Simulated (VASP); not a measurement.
Wanted: the native input for a VASP 6.6.1 run.

- Task: single point
- Functional: PBEsol
- Potentials or basis: VASP PAW PBE potentials, release 64 (Hf_pv, Pd, Se, Br, O)
- Cutoff: 520 eV
- k mesh: 4 × 4 × 3
- Occupations: fermi-dirac, width 0.05 eV
- Spin: no spin polarisation
- Dipole correction: no
- Further INCAR settings: ALGO = Normal; EDIFF = 1e-06; NBANDS = 53

The structure of Hf2Pd2Se2Br2O3 lies in POSCAR:

```
Hf2Pd2Se2Br2O3
1.0
    5.6945199841      0.0047046146     -0.0008125879
   -0.5116925085      5.7239317676     -0.0173987252
   -1.4730125736     -0.8890911459      6.5183510525
Hf Pd Se Br O
2 2 2 2 3
Direct
    0.7446115357      0.3977960687      0.3479831881
    0.2879532097      0.4510225418      0.5961958000
    0.9090579679      0.1267854445      0.8465633377
    0.2503891177      0.9053048616      0.3597258336
    0.6387587432      0.4047664462      0.9347023768
    0.6264254560      0.7873755679      0.5331365684
    0.8499911604      0.9856455179      0.1531176363
    0.2298622815      0.8251162299      0.8675659246
    0.9588753781      0.2870793184      0.5909469720
    0.4298095994      0.2437691810      0.4030803272
    0.0742755503      0.5853388221      0.3670020353
```

These files were run (other wordings do the same):

INCAR

```
SYSTEM = Hf2Pd2Se2Br2O3
  PREC = Accurate
  ENCUT = 520
  EDIFF = 1E-6
  ISMEAR = -1
  SIGMA = 0.05
  LREAL = .False.
  LASPH = .True.
  NELM = 100
  ALGO = Normal
  ISIF = 2
  LWAVE = .False.
  LCHARG = .False.
  GGA = PS
  NBANDS = 53
```

KPOINTS

```
regular mesh
0
Gamma
  4 4 3
  0 0 0
```

Potentials or basis: VASP PAW PBE potentials, release 64 (Hf_pv, Pd, Se, Br, O).

Run with:

```console
$ cat potpaw_PBE.64/Hf_pv/POTCAR potpaw_PBE.64/Pd/POTCAR potpaw_PBE.64/Se/POTCAR potpaw_PBE.64/Br/POTCAR potpaw_PBE.64/O/POTCAR > POTCAR
$ mpirun -np 1 vasp_std > vasp.out
```

It gave:

| Property | Result |
| --- | --- |
| Pressure | -0.5 GPa |
| Largest force | 0.159 eV/Å |
| Band gap on the k mesh | 0.14 eV (least direct gap 0.35 eV) |

Caveat: semilocal functionals underestimate gaps, and a narrow one can read as zero; the PAW data sets were made with another functional, which shifts forces and pressure a little; spin-orbit coupling is left out, which moves the levels of the heavy elements.

Wall time 5.1 min on 1 thread of Intel(R) Xeon(R) Platinum 8375C CPU @ 2.90GHz (Ice Lake) (shared host), peak memory 0.49 GiB.
